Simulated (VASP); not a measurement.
# Ir (Fm-3m) in VASP: further runs, part 4 of 4

VASP 6.6.1.

**5. Single point, LDA**

File INCAR:

```
SYSTEM = Ir
ALGO = Normal ; EDIFF = 1E-6
ENCUT = 560 ; GGA = CA
GGA_COMPAT = .FALSE. ; ISIF = 2
ISMEAR = 1 ; LASPH = .TRUE.
LCHARG = .FALSE. ; LREAL = .FALSE.
LWAVE = .FALSE. ; NBANDS = 14
NELM = 120 ; PREC = Accurate
SIGMA = 0.01
```

File KPOINTS:

```
k-points
0
G
  14 14 14
  0 0 0
```

File POSCAR:

```
Ir
1.0
    0.0000000000      1.9060927672      1.9060927672
    1.9060927672      0.0000000000      1.9060927672
    1.9060927672      1.9060927672      0.0000000000
Ir
1
Direct
    0.0000000000      0.0000000000      0.0000000000
```

Potentials or basis: VASP PAW LDA potentials, release 64 (Ir_sv_GW).

Started as:

```
> cat potpaw_LDA.64/Ir_sv_GW/POTCAR > POTCAR
> mpirun -np 1 vasp_std > vasp.out
```

OUTCAR:

```text
SYSTEM = Ir
   EDIFF = 1E-6
   ENCUT = 560
   GGA = CA
   ISIF = 2
   ISMEAR = 1
   LASPH = .TRUE.
   LREAL = .FALSE.
   NELM = 120
   PREC = Accurate

 ion  position               nearest neighbor table
   1  0.000  0.000  0.000-

  LATTYP: Found a face centered cubic cell.
 ALAT       =     3.8121855344

  Lattice vectors:

 A1 = (   0.0000000000,   1.9060927672,   1.9060927672)
 A2 = (   1.9060927672,   0.0000000000,   1.9060927672)
 A3 = (   1.9060927672,   1.9060927672,   0.0000000000)

Analysis of symmetry for initial positions (statically):
=====================================================================
 Subroutine PRICEL returns:
 Original cell was already a primitive cell.

 Routine SETGRP: Setting up the symmetry group for a
 face centered cubic supercell.

 Subroutine GETGRP returns: Found 48 space group operations
 (whereof 48 operations were pure point group operations)
 out of a pool of 48 trial point group operations.

The static configuration has the point symmetry O_h .

Analysis of symmetry for dynamics (positions and initial velocities):
=====================================================================
 Subroutine PRICEL returns:
 Original cell was already a primitive cell.

 Routine SETGRP: Setting up the symmetry group for a
 face centered cubic supercell.

 Subroutine GETGRP returns: Found 48 space group operations
 (whereof 48 operations were pure point group operations)
 out of a pool of 48 trial point group operations.

The dynamic configuration has the point symmetry O_h .

 Subroutine INISYM returns: Found 48 space group operations
 (whereof 48 operations are pure point group operations),
 and found     1 'primitive' translations

----------------------------------------------------------------------------------------

                                     Primitive cell

  volume of cell :      13.8504

  direct lattice vectors                    reciprocal lattice vectors
     0.000000000  1.906092767  1.906092767    -0.262316719  0.262316719  0.262316719
     1.906092767  0.000000000  1.906092767     0.262316719 -0.262316719  0.262316719
     1.906092767  1.906092767  0.000000000     0.262316719  0.262316719 -0.262316719

  length of vectors
     2.695622243  2.695622243  2.695622243     0.454345884  0.454345884  0.454345884

  position of ions in fractional coordinates (direct lattice)
     0.000000000  0.000000000  0.000000000

  ion indices of the primitive-cell ions
   primitive index   ion index
                 1           1

----------------------------------------------------------------------------------------

 KPOINTS: k-points

Automatic generation of k-mesh.
 Grid dimensions read from file:
 generate k-points for:   14   14   14

 Generating k-lattice:

  Cartesian coordinates                     Fractional coordinates (reciprocal lattice)
    -0.018736908  0.018736908  0.018736908     0.071428571  0.000000000  0.000000000
     0.018736908 -0.018736908  0.018736908     0.000000000  0.071428571  0.000000000
     0.018736908  0.018736908 -0.018736908     0.000000000  0.000000000  0.071428571

  Length of vectors
     0.032453277  0.032453277  0.032453277

  Shift w.r.t. Gamma in fractional coordinates (k-lattice)
     0.000000000  0.000000000  0.000000000

 Subroutine IBZKPT returns following result:
 ===========================================

 Found    104 irreducible k-points:

 Following reciprocal coordinates:
            Coordinates               Weight
  0.000000  0.000000  0.000000      1.000000
  0.071429  0.000000  0.000000      8.000000
  0.142857  0.000000  0.000000      8.000000
  0.214286  0.000000  0.000000      8.000000
  0.285714  0.000000  0.000000      8.000000
  0.357143  0.000000  0.000000      8.000000
[... 16 lines left out ...]
  0.214286  0.142857  0.000000     24.000000
  0.285714  0.142857  0.000000     24.000000
 [... further k-points ...]
   k-points           NKPTS =    104   k-points in BZ     NKDIM =    104   number of bands    NBANDS=     14
   number of dos      NEDOS =    301   number of ions     NIONS =      1
   total plane-waves  NPLWV =  13824
   dimension x,y,z NGX =    24 NGY =   24 NGZ =   24
   dimension x,y,z NGXF=    48 NGYF=   48 NGZF=   48
   ions per type =               1
   NGX,Y,Z   is equivalent  to a cutoff of  14.80, 14.80, 14.80 a.u.
   NGXF,Y,Z  is equivalent  to a cutoff of  29.60, 29.60, 29.60 a.u.
 SYSTEM =  Ir
   PREC   = accura    normal or accurate (medium, high low for compatibility)
   ISTART =      0    job   : 0-new  1-cont  2-samecut
   ICHARG =      2    charge: 1-file 2-atom 10-const
   ISPIN  =      1    spin polarized calculation?
   LNONCOLLINEAR =      F non collinear calculations
   LSORBIT =      F    spin-orbit coupling
   LASPH  =      T    aspherical Exc in radial PAW
   ENCUT  =  560.0 eV  41.16 Ry    6.42 a.u.   5.20  5.20  5.20*2*pi/ulx,y,z
   NELM   =    120;   NELMIN=  2; NELMDL= -5     # of ELM steps
   EDIFF  = 0.1E-05   stopping-criterion for ELM
   LREAL  =      F    real-space projection
   EDIFFG = 0.1E-04   stopping-criterion for IOM
   NSW    =      0    number of steps for IOM
   IBRION =     -1    ionic relax: 0-MD 1-quasi-New 2-CG
   NFREE  =      0    steps in history (QN), initial steepest desc. (CG)
   ISIF   =      2    stress and relaxation
   ISYM   =      2    0-nonsym 1-usesym 2-fastsym
   POTIM  = 0.5000    time-step for ionic-motion
   TEBEG  =    0.0;   TEEND  =   0.0 temperature during run
   PSTRESS=    0.0 pullay stress
   NELECT =      17.0000    total number of electrons
   NUPDOWN=      -1.0000    fix difference up-down
   EMIN   =  10.00;   EMAX   =-10.00  energy-range for DOS
   EFERMI =   0.00;   METHOD = LEGACY
   ISMEAR =     1;   SIGMA  =   0.01  broadening in eV -4-tet -1-fermi 0-gaus
   EFERMI_NEDOS =   21; number of points for ismear=-14 and -15
   IALGO  =     38    algorithm
   IMIX   =      4    mixing-type and parameters
     AMIX     =   0.40;   BMIX     =  1.00
     AMIX_MAG =   1.60;   BMIX_MAG =  1.00
  volume/ion in A,a.u.               =      13.85        93.47
  Fermi-wavevector in a.u.,A,eV,Ry     =   1.752819  3.312348 41.802199  3.072375
  Thomas-Fermi vector in A             =   2.823075
   LORBIT       =      0    0 simple, 1 ext, 2 COOP (PROOUT), +10 PAW based schemes
   GGA     = CA    functional components
   LHFCALC =     F    Hartree Fock is set to
   AEXX    =    0.0000 exact exchange contribution
   IVDW    =     0    specifies the selected vdW correction
   LEPSILON=     F    determine dielectric tensor
   LRPA    =     F    only Hartree local field effects (RPA)
 non-spin polarized calculation
 Methfessel and Paxton  Order N= 1 SIGMA  =   0.01
  energy-cutoff  :      560.00
  volume of cell :       13.85
 maximum number of plane-waves:       444
 NGX is ok and might be reduce to    24
   NGX = 11   NGY = 11   NGZ = 11

 number of electron      17.0000000 magnetization

 Free energy of the ion-electron system (eV)
  ---------------------------------------------------
  ext. energy  EPLUGINS =         0.00000000
  ---------------------------------------------------
  free energy    TOTEN  =       -10.89320846 eV

  energy without entropy =      -10.89312744  energy(sigma->0) =      -10.89318145

 E-fermi :  12.9558     XC(G=0): -14.9202

 val. band max:       12.9557021058   @ k =   0.4286   0.3571   0.0714
 cond. band min:      12.9601242771   @ k =   0.3571   0.3571   0.0000
 fundamental gap:      0.0044221714
 Fermi energy:        12.9558158109

 k-point     1 :       0.0000    0.0000    0.0000
  band No.  band energies     occupation
      1     -79.5299      2.00000
      2     -36.1706      2.00000
      3     -36.1706      2.00000
      4     -36.1706      2.00000
      5       1.7623      2.00000
      6       9.0395      2.00000
      7       9.0395      2.00000
      8       9.0395      2.00000
      9      11.8529      2.00000
     10      11.8529      2.00000
     11      26.6590      0.00000
     12      32.2518      0.00000
     13      32.2518      0.00000
     14      32.2518      0.00000
[... 375 lines left out ...]
 k-point    24 :       0.2857    0.1429    0.0000
  band No.  band energies     occupation
      1     -79.4861      2.00000
      2     -36.6049      2.00000
      3     -36.2921      2.00000
      4     -36.2824      2.00000
      5       4.5634      2.00000
      6       7.6530      2.00000
      7       9.4255      2.00000
      8      10.1946      2.00000
      9      11.5909      2.00000
     10      12.8264      2.00000
     11      27.8835      0.00000
     12      30.5823      0.00000
     13      33.0306      0.00000
     14      33.7640      0.00000

 [... further k-points ...]

------------------------ aborting loop because EDIFF is reached ----------------------------------------

  FORCE on cell =-STRESS in cart. coord.  units (eV):
  Direction    XX          YY          ZZ          XY          YZ          ZX
  --------------------------------------------------------------------------------------
  -------------------------------------------------------------------------------------
  Total       -0.0448402     -0.0448402     -0.0448402     -0.0000000      0.0000000     -0.0000000
  in kB       -5.1869993     -5.1869993     -5.1869993     -0.0000000      0.0000000     -0.0000000
  external PRESSURE =      -5.1869993 kB  Pullay stress =       0.0000000 kB

 VOLUME and BASIS-vectors are now :
 -----------------------------------------------------------------------------
  energy-cutoff  :      560.00
  volume of cell :       13.85
      direct lattice vectors                 reciprocal lattice vectors
     0.000000000  1.906092767  1.906092767    -0.262316719  0.262316719  0.262316719
     1.906092767  0.000000000  1.906092767     0.262316719 -0.262316719  0.262316719
     1.906092767  1.906092767  0.000000000     0.262316719  0.262316719 -0.262316719

 POSITION                                       TOTAL-FORCE (eV/Angst)
 -----------------------------------------------------------------------------------
      0.00000      0.00000      0.00000         0.000000      0.000000      0.000000
 -----------------------------------------------------------------------------------
    total drift:                                0.000000      0.000000      0.000000

  FREE ENERGIE OF THE ION-ELECTRON SYSTEM (eV)
  ---------------------------------------------------
  free  energy   TOTEN  =       -10.8932084568 eV

  energy  without entropy=      -10.8931274412  energy(sigma->0) =      -10.89318145
```

stdout:

```text
POSCAR found type information on POSCAR Ir
 POSCAR found :  1 types and       1 ions
 scaLAPACK will be used
 LDA part: xc-table for (Slater(with rela. corr.)+CA(PZ))
 , standard interpolation
 POSCAR, INCAR and KPOINTS ok, starting setup
 FFT: planning ... GRIDC
 FFT: planning ... GRID_SOFT
 FFT: planning ... GRID
 WAVECAR not read
 entering main loop
```

Wall time 26 s (1 thread of Intel Xeon Platinum 8259CL at 2.50GHz (Skylake/Cascade Lake), shared host); peak memory 0.15 GiB.

What came out:

| Quantity | Value |
| --- | --- |
| Free energy | -10.8932 eV |
| Pressure | -0.5 GPa |
| Band gap on the k mesh | zero (an odd number of electrons rules out a gap without spin polarisation) |

Caveat: spin-orbit coupling is left out, which moves the levels of the heavy elements.

**6. The runs side by side**

```tsv
k mesh	smearing	gap on the mesh (eV)	pressure (GPa)
11 × 11 × 11	fermi-dirac 0.1 eV	none	0.1
14 × 14 × 14	gaussian 1 eV	none	4.1
14 × 14 × 14	fermi-dirac 0.1 eV	none	-0.3
14 × 14 × 14	methfessel-paxton 0.01 eV	none	-0.5
```

Alike in all rows: task single point; level LDA; potentials or basis VASP PAW LDA potentials, release 64 (Ir_sv_GW); no spin polarisation; cell as given; cutoff (eV) 560.

Caveats: spin-orbit coupling is left out, which moves the levels of the heavy elements; the cell stands under pressure (at least some runs); so wide a smearing shifts energies and pressures (at least some runs).

Total energies depend on the potentials used, so only differences within one code and one set of settings carry meaning.

The gap in the log of VASP goes by the Fermi energy; the results here count the filled bands.